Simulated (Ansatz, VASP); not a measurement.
**Ru: VASP beside Ansatz**

```
Ru
1.0
     2.72116    0.00000    0.00000
     0.00000    4.29600    0.00000
     0.00000    0.00000   21.49870
Ru
6
Direct
  0.75000 0.75000 0.37211
  0.25000 0.25000 0.40865
  0.25000 0.75000 0.48173
  0.75000 0.25000 0.51827
  0.75000 0.75000 0.59135
  0.25000 0.25000 0.62789
```

Alike in both runs: task single point; functional PBE; k mesh 12 × 8 × 1; occupations fermi-dirac, width 0.1 eV; no spin polarisation.

```csv
,VASP,Ansatz
version,VASP 6.6.1,Ansatz 0.2.0
potentials or method,"VASP PAW PBE potentials, release 64 (Ru_pv)","PAW with Ansatz's default frozen-core files, scalar-relativistic"
plane-wave cutoff (eV),520,420
valence electrons in the cell,84,96
```

|  | VASP | Ansatz | Ansatz less VASP |
| --- | --- | --- | --- |
| rms of the force components (eV/Å) | 0.342 | 0.342 | +0.0008 |

Atom by atom the forces differ by 0.003 eV/Å (rms over components). With one functional, cell and mesh, what is left measures potentials, basis and numerics. VASP's potentials hold 84 valence electrons a cell and Ansatz's 96, so a difference there can come from the potentials and not from the codes.
